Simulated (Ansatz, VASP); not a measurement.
# One calculation of MoS2, two programs

Contents of INCAR:

```
PREC = Accurate ; ENCUT = 520
EDIFF = 1E-7 ; ISMEAR = 0
SIGMA = 0.05 ; LREAL = F
LASPH = T ; NELM = 100
ALGO = Normal ; ISIF = 2
LWAVE = F ; LCHARG = F
GGA = PE ; IVDW = 12
NBANDS = 35
```

The input KPOINTS:

```
regular mesh
0
Gamma
  12 12 4
```

The input POSCAR:

```
MoS2
1.0
    3.0548705918      0.0000000000      0.0000000000
   -1.5274352959      2.6455955378      0.0000000000
    0.0000000000      0.0000000000     12.2721151923
Mo S
2 4
Direct
    0.3333333333      0.6666666667      0.2500000000
    0.6666666667      0.3333333333      0.7500000000
    0.3333333333      0.6666666667      0.6204905688
    0.6666666667      0.3333333333      0.1204905688
    0.3333333333      0.6666666667      0.8795094312
    0.6666666667      0.3333333333      0.3795094312
```

Input for Ansatz:

```yaml
crystal:
  lattice:
    - [3.0548705918, 0.0, 0.0]
    - [-1.5274352959, 2.6455955378, 0.0]
    - [0.0, 0.0, 12.2721151923]
  atoms:
    - { symbol: Mo, position: [0.3333333333, 0.6666666667, 0.25] }
    - { symbol: Mo, position: [0.6666666667, 0.3333333333, 0.75] }
    - { symbol: S, position: [0.3333333333, 0.6666666667, 0.6204905688] }
    - { symbol: S, position: [0.6666666667, 0.3333333333, 0.1204905688] }
    - { symbol: S, position: [0.3333333333, 0.6666666667, 0.8795094312] }
    - { symbol: S, position: [0.6666666667, 0.3333333333, 0.3795094312] }
basis:
  ecutwfc: 420
kpoints:
  mp_grid: { grid: [12, 12, 4] }
hamiltonian:
  xc: pbe
  dispersion: d3bj
scf:
  occupations: { method: gaussian, width: 0.05 }
output:
  forces: true
  stress: true
  eigenvalues: true
```

Change from the starting cell: strain -0.030 along x and y, +0.015 along z, atoms carried along.

Alike in both runs: task single point; functional PBE; dispersion D3(BJ); k mesh 12 × 12 × 4; occupations gaussian, width 0.05 eV; no spin polarisation.

|  | VASP | Ansatz |
| --- | --- | --- |
| version | VASP 6.6.1 | Ansatz 0.2.0 |
| potentials or method | VASP PAW PBE potentials, release 64 (Mo_sv, S), cutoff 520 eV | scalar-relativistic, plane waves, PAW |
| valence electrons in the cell | 52 | 52 |

```tsv
	VASP	Ansatz	Ansatz less VASP
gap on the k mesh at the Fermi level (eV)	0.94	0.93	-0.016
least direct gap on the mesh (eV)	2.06	2.06	-0.005
pressure (GPa)	7.2	7.3	+0.15
traceless stress, the component that is largest in VASP (GPa)	-5.63	-5.57	+0.057
rms of the force components (eV/Å)	0.096	0.103	+0.0076
```

Atom by atom the forces differ by 0.008 eV/Å (rms over components).
